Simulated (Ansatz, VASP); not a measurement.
# One calculation of AlN, two programs

```
Al N
1.0
    -1.63784    2.83682    0.00000
     0.00000    0.00000    4.10063
     4.91352    2.83682    0.00000
Al N
4 4
Direct
  0.48614 0.75000 0.13681
  0.00000 0.75000 0.66667
  0.00000 0.25000 0.33333
  0.50000 0.25000 0.83333
  0.50000 0.25000 0.16667
  0.00000 0.25000 0.66667
  0.00000 0.75000 0.33333
  0.50000 0.75000 0.83333
```

Alike in both runs: task single point; functional LDA; k mesh 8 × 6 × 4; occupations gaussian, width 0.05 eV; no spin polarisation.

|  | VASP | Ansatz |
| --- | --- | --- |
| version | VASP 6.6.1 | Ansatz 0.2.0 |
| potentials or method | VASP PAW LDA potentials, release 64 (Al, N), cutoff 520 eV | scalar-relativistic, plane waves, PAW |
| valence electrons in the cell | 32 | 32 |

|  | VASP | Ansatz | Ansatz less VASP |
| --- | --- | --- | --- |
| gap on the k mesh at the Fermi level (eV) | 3.39 | 3.39 | -0.003 |
| least direct gap on the mesh (eV) | 3.39 | 3.39 | -0.003 |
| pressure (GPa) | 2.3 | 1.6 | -0.68 |
| traceless stress, the component that is largest in VASP (GPa) | 4.23 | 4.04 | -0.192 |
| rms of the force components (eV/Å) | 1.203 | 1.188 | -0.0153 |

Ansatz warns that its potentials were made for another functional, while VASP's fit it. LDA's correlation is that of Perdew and Zunger in VASP and of Perdew and Wang (1992) in Ansatz. Atom by atom the forces differ by 0.017 eV/Å (rms over components).
